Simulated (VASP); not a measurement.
Input of a VASP 6.6.1 run:

Contents of INCAR:

```
  PREC = Accurate
  ENCUT = 520
  EDIFF = 1E-7
  ISMEAR = -1
  SIGMA = 0.1
  LREAL = False
  LASPH = True
  NELM = 60
  ALGO = Normal
  ISIF = 2
  LWAVE = False
  LCHARG = False
  GGA = PE
  NBANDS = 10
```

The input KPOINTS:

```
regular mesh
0
Gamma
  15 15 8
```

POSCAR

```
Li
1.0
    3.0261974357      0.0000000000      0.0000000000
   -1.5130987178      2.6207638562      0.0000000000
    0.0000000000      0.0000000000      4.9565198245
Li
2
Direct
    0.3333333333      0.6666666667      0.2500000000
    0.6666666667      0.3333333333      0.7500000000
```

Potentials or basis: VASP PAW PBE potentials, release 64 (Li_sv).

Launch:

```sh
$ cat potpaw_PBE.64/Li_sv/POTCAR > POTCAR
$ mpirun -np 1 vasp_std > vasp.out
```

**Question.** Estimate the band gap on the k mesh.

**Answer.** Zero (band 3 reaches 2.92 eV, above the bottom of band 4 at -1.77 eV).
